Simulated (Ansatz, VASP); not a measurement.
**SrTiO3: VASP beside Ansatz**

The input INCAR:

```
ALGO = Normal ; EDIFF = 1E-7
ENCUT = 520 ; GGA = PE
ISIF = 2 ; ISMEAR = 0
LASPH = True ; LCHARG = False
LREAL = False ; LWAVE = False
NBANDS = 28 ; NELM = 80
PREC = Accurate ; SIGMA = 0.05
```

KPOINTS

```
k-points
0
Gamma
  8 8 8
```

The input POSCAR:

```
SrTiO3
1.0
    3.9364035669      0.0000000000      0.0000000000
    0.0000000000      3.9364035669      0.0098410089
    0.0000000000      0.0098410089      3.9364035669
Sr Ti O
1 1 3
Direct
    0.0000000000      0.0000000000      0.0000000000
    0.5000000000      0.5000000000      0.5000000000
    0.0000000000      0.5000000000      0.5000000000
    0.5000000000      0.0000000000      0.5000000000
    0.5000000000      0.5000000000      0.0000000000
```

Input for Ansatz:

```yaml
crystal:
  lattice:
    - [3.9364035669, 0.0, 0.0]
    - [0.0, 3.9364035669, 0.0098410089]
    - [0.0, 0.0098410089, 3.9364035669]
  atoms:
    - { symbol: Sr, position: [0.0, 0.0, 0.0] }
    - { symbol: Ti, position: [0.5, 0.5, 0.5] }
    - { symbol: O, position: [0.0, 0.5, 0.5] }
    - { symbol: O, position: [0.5, 0.0, 0.5] }
    - { symbol: O, position: [0.5, 0.5, 0.0] }
basis:
  ecutwfc: 420
kpoints:
  mp_grid: { grid: [8, 8, 8] }
hamiltonian:
  xc: pbe
scf:
  occupations: { method: gaussian, width: 0.05 }
output:
  forces: true
  stress: true
  eigenvalues: true
```

Change from the starting cell: strain +0.0050 x Voigt [0, 0, 0, 1, 0, 0], atoms carried along.

Alike in both runs: task single point; functional PBE; k mesh 8 × 8 × 8; occupations gaussian, width 0.05 eV; no spin polarisation.

```csv
,VASP,Ansatz
version,VASP 6.6.1,Ansatz 0.2.0
potentials or method,"VASP PAW PBE potentials, release 64 (Sr_sv, Ti_sv, O), cutoff 520 eV","scalar-relativistic, plane waves, PAW"
valence electrons in the cell,40,40
```

```tsv
	VASP	Ansatz	Ansatz less VASP
gap on the k mesh at the Fermi level (eV)	1.80	1.83	+0.030
least direct gap on the mesh (eV)	2.16	2.18	+0.021
pressure (GPa)	0.6	0.0	-0.62
traceless stress, the component that is largest in VASP (GPa)	-0.55	-0.55	+0.001
```

The functional is the same, so the differences come from potentials, cutoffs and numerics.
